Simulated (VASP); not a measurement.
Write the native input for VASP 6.6.1 that does the following.

```yaml
Task: single point
Functional: HSE06
Potentials_or_basis: VASP PAW PBE potentials, release 64 (W_sv)
Cutoff: 520 eV
k_mesh: 7 × 7 × 7
Occupations: fermi-dirac, width 0.1 eV
Spin: no spin polarisation
Dipole_correction: no
Grid_for_exact_exchange_PRECFOCK: Normal
Further_INCAR_settings: ALGO = Normal; EDIFF = 1e-07; NBANDS = 13
Share_of_exact_exchange: 0.25
Screening_parameter: 0.2079 1/Å
```

W:

```
W
1.0
     0.00000    2.01901    2.01901
     2.01901    0.00000    2.01901
     2.01901    2.01901    0.00000
W
1
Direct
  0.00000 0.00000 0.00000
```

This isn't the form of W at room conditions, which is bcc.

These files were run (other wordings do the same):

POSCAR

```
W
1.0
    0.0000000000      2.0190120702      2.0190120702
    2.0190120702      0.0000000000      2.0190120702
    2.0190120702      2.0190120702      0.0000000000
W
1
Direct
    0.0000000000      0.0000000000      0.0000000000
```

INCAR.step1

```
SYSTEM = W
ALGO     = Normal         ! electronic algorithm
EDIFF    = 1E-5           ! SCF threshold, eV
ENCUT    = 520            ! plane-wave cutoff, eV
GGA      = PE             ! functional
ISIF     = 2              ! what is computed and relaxed
ISMEAR   = -1             ! smearing method
LASPH    = .TRUE.         ! aspherical terms in the spheres
LREAL    = .FALSE.        ! projectors in reciprocal space
LWAVE    = .TRUE.         ! write WAVECAR
NBANDS   = 13             ! bands
NELM     = 60             ! most SCF steps
PREC     = Accurate       ! precision mode
SIGMA    = 0.1            ! smearing width, eV
```

INCAR.step2

```
SYSTEM = W
ALGO     = Normal         ! electronic algorithm
EDIFF    = 1E-7           ! SCF threshold, eV
ENCUT    = 520            ! plane-wave cutoff, eV
GGA      = PE             ! functional
HFSCREEN = 0.2079         ! screening, 1/A
ISIF     = 2              ! what is computed and relaxed
ISMEAR   = -1             ! smearing method
ISTART   = 1            
LASPH    = .TRUE.         ! aspherical terms in the spheres
LCHARG   = .TRUE.         ! write CHGCAR
LELF     = .TRUE.         ! ELF
LHFCALC  = .TRUE.         ! exact exchange
LREAL    = .FALSE.        ! projectors in reciprocal space
LVHAR    = .TRUE.       
LWAVE    = .FALSE.        ! write WAVECAR
NBANDS   = 13             ! bands
NELM     = 60             ! most SCF steps
PREC     = Accurate       ! precision mode
PRECFOCK = Normal       
SIGMA    = 0.1            ! smearing width, eV
```

KPOINTS

```
k-points
0
G
  7 7 7
  0 0 0
```

Potentials or basis: VASP PAW PBE potentials, release 64 (W_sv).

Command:

```console
$ cat potpaw_PBE.64/W_sv/POTCAR > POTCAR
$ cp INCAR.step1 INCAR
$ mpirun -np 1 vasp_std > vasp.out
$ cp INCAR.step2 INCAR
$ mpirun -np 1 vasp_std > vasp.out
```

It gave:

The pressure is -4.6 GPa and the band gap on the k mesh is zero (bands 7 and 8 overlap by 2.73 eV).

Caveat: the k points lie up to 0.39 Å⁻¹ apart, too coarse for converged energies and pressures of a metal; the PAW data sets were made with another functional, which shifts forces and pressure a little; spin-orbit coupling is left out, which moves the levels of the heavy elements.

Wall time 25 min on 1 thread of Intel(R) Xeon(R) Platinum 8259CL CPU @ 2.50GHz (Skylake/Cascade Lake) (shared host), peak memory 0.25 GiB.
